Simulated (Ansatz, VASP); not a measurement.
# HfO2 in VASP and in Ansatz

```
CELL_PARAMETERS angstrom
0.00000 2.55750 2.55750
2.55750 0.00000 2.55750
2.55750 2.55750 0.00000
ATOMIC_POSITIONS crystal
Hf 0.00000 0.00000 0.00000
O 0.25000 0.25000 0.25000
O 0.75000 0.75000 0.75000
```

Alike in both runs: task single point; functional RPBE; k mesh 6 × 6 × 6; no spin polarisation.

```csv
,VASP,Ansatz
version,VASP 6.6.1,Ansatz 0.2.0
potentials or method,"VASP PAW PBE potentials, release 64 (Hf_pv, O), cutoff 600 eV","plane waves, PAW"
occupations,"gaussian, width 0.01 eV",fixed
valence electrons in the cell,22,38
```

```tsv
	VASP	Ansatz	Ansatz less VASP
gap on the k mesh at the Fermi level (eV)	3.84	3.83	-0.006
```

VASP's potentials were made for PBE, not for RPBE. VASP's potentials hold 22 valence electrons a cell and Ansatz's 38, so a difference there can come from the potentials and not from the codes.

Spin-orbit coupling is off throughout.
